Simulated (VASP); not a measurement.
Cu: single point with LDA

Crystal: Cu.

```
Cu
1.0
    11.57025    0.00000    0.00000
     0.00000    2.23821    0.00000
    -4.59562    0.00000   21.74339
Cu
1
Direct
  0.50000 0.50000 0.50000
```

* Program: VASP 6.6.1
* Task: single point
* Functional: LDA
* Potentials or basis: VASP PAW LDA potentials, release 64 (Cu)
* Cutoff: 520 eV
* k mesh: 3 × 15 × 2
* Occupations: fermi-dirac, width 0.15 eV
* Spin: no spin polarisation
* Dipole correction: no
* Further INCAR settings: ALGO = Normal; EDIFF = 1e-06; NBANDS = 12

```yaml
Pressure: 0.0 GPa
Band_gap_on_the_k_mesh: zero (an odd number of electrons rules out a gap without spin polarisation)
```

Levels at points of the mesh, in eV from the Fermi level:
```tsv
k point	band 2	band 3	band 4	band 5	band 6	band 7	band 8	band 9	band 10	band 11
(0.00, 0.00, 0.00)	-1.31	-1.16	-1.16	-0.30	-0.30	2.88	2.88	5.27	5.67	5.76
(0.00, 0.00, 0.50)	-1.31	-1.16	-1.16	-0.30	-0.30	2.88	2.88	5.29	5.53	5.98
```

Wall time 6 min on 1 thread of AMD EPYC 7R13 (shared host), peak memory 0.51 GiB.
